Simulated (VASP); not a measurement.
## TiSi16 (a cell with a defect): single point with PBEsol

TiSi16 (a cell with a defect):

```
CELL_PARAMETERS angstrom
0.00000 5.43000 5.43000
5.43000 0.00000 5.43000
5.43000 5.43000 0.00000
ATOMIC_POSITIONS crystal
Si 0.98690 0.98676 0.04642
Si 0.12761 0.12744 0.13845
Si 0.00126 0.00175 0.51600
Si 0.10091 0.10168 0.67678
Si 0.01604 0.50120 0.98823
Si 0.12837 0.60882 0.14225
Si 0.00219 0.46324 0.51957
Si 0.14742 0.61185 0.61517
Si 0.50138 0.01587 0.98815
Si 0.60880 0.12829 0.14228
Si 0.46252 0.00290 0.51964
Si 0.61129 0.14810 0.61513
Si 0.50229 0.50223 0.98735
Si 0.64573 0.64555 0.07122
Si 0.51284 0.51352 0.44439
Si 0.61034 0.61109 0.61506
Ti 0.84161 0.84229 0.45511
```

```
Program             : VASP 6.6.1
Task                : single point
Functional          : PBEsol
Potentials or basis : VASP PAW PBE potentials, release 64 (Si, Ti_sv)
Cutoff              : 520 eV
k mesh              : 2 × 2 × 2
Occupations         : gaussian, width 0.05 eV
Spin                : no spin polarisation
```

| Item | Value |
| --- | --- |
| Pressure | 1.9 GPa |
| Largest force | 2.100 eV/Å |
| Band gap on the k mesh | zero (bands 38 and 39 overlap by 0.30 eV) |

Forces on the atoms (eV/Å):
```
Si  -0.023 -0.023  0.005
Si   0.056  0.055 -0.071
Si   0.088  0.088 -0.085
Si   0.031  0.032 -0.050
Si   0.089  0.026 -0.117
Si   0.029  0.079 -0.103
Si   0.122  0.097 -0.065
Si   0.105  0.005 -0.114
Si   0.029  0.088 -0.118
Si   0.081  0.027 -0.103
Si   0.096  0.124 -0.063
Si   0.004  0.107 -0.116
Si   0.124  0.122 -0.059
Si   0.086  0.085 -0.134
Si   0.133  0.134 -0.078
Si   0.151  0.152  0.032
Ti  -1.200 -1.198  1.239
```

Stress tensor (GPa, compression positive):
```
 2.11 -0.46  0.67
-0.46  2.12  0.66
 0.67  0.66  1.58
```

Levels at points of the mesh, in eV from the Fermi level:
```
           k point  band 34  band 35  band 36  band 37  band 38  band 39  band 40  band 41  band 42  band 43
(0.00, 0.00, 0.00)    -1.09    -1.06    -0.80    -0.56    -0.31    -0.26    -0.04     0.01     0.14     0.60
(0.50, 0.00, 0.00)    -1.69    -1.29    -1.27    -0.17    -0.01     0.11     0.48     0.62     0.75     1.00
(0.00, 0.50, 0.00)    -1.69    -1.29    -1.27    -0.18    -0.01     0.11     0.48     0.62     0.75     1.00
(0.00, 0.00, 0.50)    -2.01    -1.26    -1.24    -0.26    -0.23    -0.21     0.59     0.77     0.78     1.22
(0.50, 0.50, 0.50)    -1.67    -1.28    -1.27    -0.20    -0.02     0.14     0.48     0.63     0.76     1.09
(0.50, 0.50, 0.00)    -1.96    -1.83    -1.70    -0.40     0.00     0.38     0.86     1.04     1.07     1.39
(0.00, 0.50, 0.50)    -1.97    -1.84    -1.71    -0.33     0.03     0.40     0.81     0.95     1.08     1.37
(0.50, 0.00, 0.50)    -1.97    -1.84    -1.71    -0.33     0.04     0.40     0.81     0.95     1.08     1.36
```

Wall time 110 s on 1 thread of Intel(R) Xeon(R) 6975P-C (Granite Rapids), with other jobs on the host, peak memory 0.49 GiB.

Caveat: the k points lie up to 0.50 Å⁻¹ apart; the PAW data sets were made with another functional, which shifts forces and pressure a little.
